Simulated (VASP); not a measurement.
# SnSe2 (P-3m1) in VASP: notebook, part 2 of 2

VASP 6.6.1. Earlier steps stand in the parts before.

### Step 4. Single point, PBE+D3(BJ)

This run uses another cell than the first one, of 27.64 Å³/atom.

The input, INCAR:

```
SYSTEM = SnSe2
PREC = Accurate ; ENCUT = 500
EDIFF = 1E-6 ; ISMEAR = 0
SIGMA = 0.03 ; LREAL = .FALSE.
LASPH = .TRUE. ; NELM = 120
ALGO = Normal ; ISIF = 2
LWAVE = .FALSE. ; LCHARG = .FALSE.
GGA = PE ; IVDW = 12
NBANDS = 20 ; GGA_COMPAT = .FALSE.
```

The input, KPOINTS:

```
Automatic mesh
0
G
  12 12 6
  0 0 0
```

The input, POSCAR:

```
SnSe2
1.0
    3.8880000000      0.0000000000      0.0000000000
   -1.9440000000      3.3671067699      0.0000000000
    0.0000000000      0.0000000000      6.3344000000
Sn Se
1 2
Direct
    0.0000000000      0.0000000000      0.0000000000
    0.3333333333      0.6666666667      0.2651331237
    0.6666666667      0.3333333333      0.7348668763
```

Potentials or basis: VASP PAW PBE potentials, release 64 (Sn_d, Se).

Command:

```sh
$ cat potpaw_PBE.64/Sn_d/POTCAR potpaw_PBE.64/Se/POTCAR > POTCAR
$ mpirun -np 1 vasp_std > vasp.out
```

OUTCAR:

```text
SYSTEM = SnSe2
   PREC = Accurate
   ENCUT = 500
   EDIFF = 1E-6
   ISMEAR = 0
   LREAL = .FALSE.
   LASPH = .TRUE.
   NELM = 120
   ISIF = 2
   GGA = PE
   IVDW = 12
 IVDW          = 12

 ion  position               nearest neighbor table
   1  0.000  0.000  0.000-   2 2.80   3 2.80   2 2.80   3 2.80   3 2.80   2 2.80
   2  0.333  0.667  0.265-   1 2.80   1 2.80   1 2.80
   3  0.667  0.333  0.735-   1 2.80   1 2.80   1 2.80

  LATTYP: Found a hexagonal cell.
 ALAT       =     3.8880000000
 C/A-ratio  =     1.6292181070

  Lattice vectors:

 A1 = (   3.8880000000,   0.0000000000,   0.0000000000)
 A2 = (  -1.9440000000,   3.3671067699,   0.0000000000)
 A3 = (   0.0000000000,   0.0000000000,   6.3344000000)

Analysis of symmetry for initial positions (statically):
=====================================================================
 Subroutine PRICEL returns:
 Original cell was already a primitive cell.

 Routine SETGRP: Setting up the symmetry group for a
 hexagonal supercell.

 Subroutine GETGRP returns: Found 12 space group operations
 (whereof 12 operations were pure point group operations)
 out of a pool of 24 trial point group operations.

The static configuration has the point symmetry D_3d.

[... 161 lines left out ...]

 E-fermi :   3.6981     XC(G=0):  -9.2139

 val. band max:        3.5324420407   @ k =   0.1667  -0.0000   0.1667
 cond. band min:       3.8440103316   @ k =   0.0000   0.4167   0.3333
 fundamental gap:      0.3115682908
 Fermi energy:         3.6981065442

 k-point     1 :       0.0000    0.0000    0.0000
  band No.  band energies     occupation
      1     -17.7182      2.00000
      2     -17.7182      2.00000
      3     -17.6847      2.00000
      4     -17.6776      2.00000
      5     -17.6776      2.00000
      6      -9.8132      2.00000
[... 541 lines left out ...]
     19      11.3373      0.00000
     20      12.4861      0.00000

 [... further k-points ...]

------------------------ aborting loop because EDIFF is reached ----------------------------------------

 Edisp (eV)   -1.00681

 E8    (eV) :    -0.4408

  FORCE on cell =-STRESS in cart. coord.  units (eV):
  Direction    XX          YY          ZZ          XY          YZ          ZX
  --------------------------------------------------------------------------------------
  -------------------------------------------------------------------------------------
  Total      -1.77324    -1.77324    -3.07510     0.00000     0.00000    -0.00000
  in kB     -34.26009   -34.26009   -59.41301     0.00000     0.00000    -0.00000
  external pressure =      -42.64 kB  Pullay stress =        0.00 kB

 VOLUME and BASIS-vectors are now :
 -----------------------------------------------------------------------------
  energy-cutoff  :      500.00
  volume of cell :       82.93
      direct lattice vectors                 reciprocal lattice vectors
     3.888000000  0.000000000  0.000000000     0.257201646  0.148495440  0.000000000
    -1.944000000  3.367106770  0.000000000     0.000000000  0.296990879  0.000000000
     0.000000000  0.000000000  6.334400000     0.000000000  0.000000000  0.157868149

 POSITION                                       TOTAL-FORCE (eV/Angst)
 -----------------------------------------------------------------------------------
      0.00000      0.00000      0.00000         0.000000      0.000000      0.000000
     -0.00000      2.24474      1.67946         0.000000      0.000000     -0.747399
      1.94400      1.12237      4.65494        -0.000000      0.000000      0.747399
 -----------------------------------------------------------------------------------
    total drift:                               -0.000000      0.000000      0.000000

  FREE ENERGIE OF THE ION-ELECTRON SYSTEM (eV)
  ---------------------------------------------------
  free  energy   TOTEN  =       -12.7944443197 eV

  energy  without entropy=      -12.7944443197  energy(sigma->0) =      -12.79444432
```

stdout:

```text
POSCAR found type information on POSCAR SnSe
 POSCAR found :  2 types and       3 ions
 scaLAPACK will be used
 LDA part: xc-table for (Slater+PW92), standard interpolation
 POSCAR, INCAR and KPOINTS ok, starting setup
 FFT: planning ... GRIDC
 FFT: planning ... GRID_SOFT
 FFT: planning ... GRID
 WAVECAR not read
 entering main loop
```

It took 2.4 min on 1 thread of Intel Xeon 8259CL, shared host; peak memory 0.3 GiB.

What came out:

| Property | Result |
| --- | --- |
| Free energy | -12.7944 eV |
| Pressure | -4.3 GPa |
| Largest force | 0.747 eV/Å |
| Band gap on the k mesh | 0.31 eV (least direct gap 0.87 eV) |
| Dispersion energy per atom | -0.336 eV |

Forces on the atoms (eV/Å):
```
Sn   0.000  0.000  0.000
Se   0.000  0.000 -0.747
Se   0.000  0.000  0.747
```

Stress tensor (GPa, compression positive):
```
-3.43  0.00  0.00
 0.00 -3.43  0.00
 0.00  0.00 -5.94
```

Caveat: the cell stands under tension; spin-orbit coupling is left out, which moves the levels of the heavy elements. A k mesh can miss the band edges.

### Step 5. Summary

```csv
cell,gap on the mesh (eV),pressure (GPa),largest force (eV/Å)
"a = 3.936, b = 3.936, c = 6.010 Å, angles 90.0, 90.0, 120.0°, 3 atoms",0.24,-2.9,0.21
"a = 3.984, b = 3.984, c = 6.010 Å, angles 90.0, 90.0, 120.0°, 3 atoms",0.14,-4.1,0.30
"a = 3.888, b = 3.888, c = 6.334 Å, angles 90.0, 90.0, 120.0°, 3 atoms",0.31,-4.3,0.75
```

Alike in all rows: task single point; level PBE+D3(BJ); potentials or basis VASP PAW PBE potentials, release 64 (Sn_d, Se); no spin polarisation; k mesh 12 × 12 × 6; cutoff (eV) 500; smearing gaussian 0.03 eV.

Caveats: spin-orbit coupling is left out, which moves the levels of the heavy elements; the cell stands under tension (at least some runs).

Absolute energies hang on the potentials; compare differences alone.
